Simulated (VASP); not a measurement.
Here is a VASP 6.6.1 calculation.

File INCAR:

```
SYSTEM = Te
ALGO = Normal
EDIFF = 1E-8
ENCUT = 520
GGA = PE
ISIF = 2
ISMEAR = -1
LASPH = .TRUE.
LCHARG = .FALSE.
LEFG = .TRUE.
LREAL = .FALSE.
LWAVE = .FALSE.
NBANDS = 16
NELM = 100
PREC = Accurate
SIGMA = 0.08
```

The input KPOINTS:

```
k-points
0
G
  9 9 6
  0 0 0
```

Contents of POSCAR:

```
Te
1.0
    4.4728101969      0.0000000000      0.0000000000
   -2.2364050985      3.8735672569      0.0000000000
    0.0000000000      0.0000000000      5.9446845300
Te
3
Direct
    0.7450000000      0.0000000000      0.3333333333
    0.0000000000      0.7450000000      0.6666666667
    0.2550000000      0.2550000000      0.0000000000
```

Potentials or basis: VASP PAW PBE potentials, release 64 (Te).

Run with:

```sh
$ cat potpaw_PBE.64/Te/POTCAR > POTCAR
$ mpirun -np 1 vasp_std > vasp.out
```

Problem. Predict the band gap on the k mesh.

Solution. 0.14 eV.

Problem. Predict the pressure.

Solution. 2.6 GPa.

Problem. What does it give for the largest force?

Solution. 0.563 eV/Å.

Electric field gradients, principal values (V/Å²):
```tsv
atom	least	middle	greatest (by size)
1 Te	181.016	385.639	-566.655
2 Te	181.016	385.639	-566.655
3 Te	181.016	385.639	-566.655
```

Caveat: without QUAD_EFG the Cq values of the log hold for a quadrupole moment of 1 mb, not for the nuclei; spin-orbit coupling is left out, which moves the levels of the heavy elements. A k mesh can miss the band edges.
